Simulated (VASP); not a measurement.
A run of VASP 6.6.1 is set up as follows.

Contents of POSCAR:

```
TaN
1.0
    5.1440400000      0.0000000000      0.0000000000
   -2.5720200000      4.4548693200      0.0000000000
    0.0000000000      0.0000000000      2.9701050913
Ta N
3 3
Direct
    0.3333333333      0.6666666667      0.5000000000
    0.6666666667      0.3333333333      0.5000000000
    0.0000000000      0.0000000000      0.0000000000
    0.3928500000      0.0000000000      0.0000000000
    0.6071500000      0.6071500000      0.0000000000
    0.0000000000      0.3928500000      0.0000000000
```

File INCAR.step1:

```
ALGO = Normal ; EDIFF = 1E-4
ENCUT = 520 ; GGA = PE
ISMEAR = -1 ; LASPH = True
LCHARG = False ; LREAL = False
LWAVE = True ; NBANDS = 33
NELM = 100 ; PREC = Accurate
SIGMA = 0.1
```

The input INCAR.step2:

```
ALGO = Normal ; EDIFF = 1E-6
ENCUT = 520 ; ISIF = 2
ISMEAR = -1 ; ISTART = 1
IVDW = 12 ; LASPH = True
LCHARG = False ; LMIXTAU = True
LREAL = False ; LWAVE = False
METAGGA = R2SCAN ; NBANDS = 33
NELM = 100 ; PREC = Accurate
SIGMA = 0.1 ; VDW_A1 = 0.49484001
VDW_A2 = 5.73083694 ; VDW_S6 = 1.0
VDW_S8 = 0.78981345
```

File KPOINTS:

```
k-points
0
Gamma
  8 8 12
```

Potentials or basis: VASP PAW PBE potentials, release 64 (Ta_pv, N).

Run with:

```bash
$ cat potpaw_PBE.64/Ta_pv/POTCAR potpaw_PBE.64/N/POTCAR > POTCAR
$ cp INCAR.step1 INCAR
$ mpirun -np 1 vasp_std > vasp.out
$ cp INCAR.step2 INCAR
$ mpirun -np 1 vasp_std > vasp.out
```

Question: Estimate the dispersion energy per atom.

Answer: -0.209 eV.

Question: Estimate the largest force.

Answer: 0.115 eV/Å.

Question: What does it give for the band gap on the k mesh?

Answer: Zero (bands 24 and 25 overlap by 2.82 eV).

Question: Predict the pressure.

Answer: -1.2 GPa.

Stress tensor (GPa, compression positive):
```
  4.06   0.00   0.00
  0.00   4.06   0.00
  0.00   0.00 -11.60
```

Caveat: the PAW data sets were made with another functional, which shifts forces and pressure a little; spin-orbit coupling is left out, which moves the levels of the heavy elements.
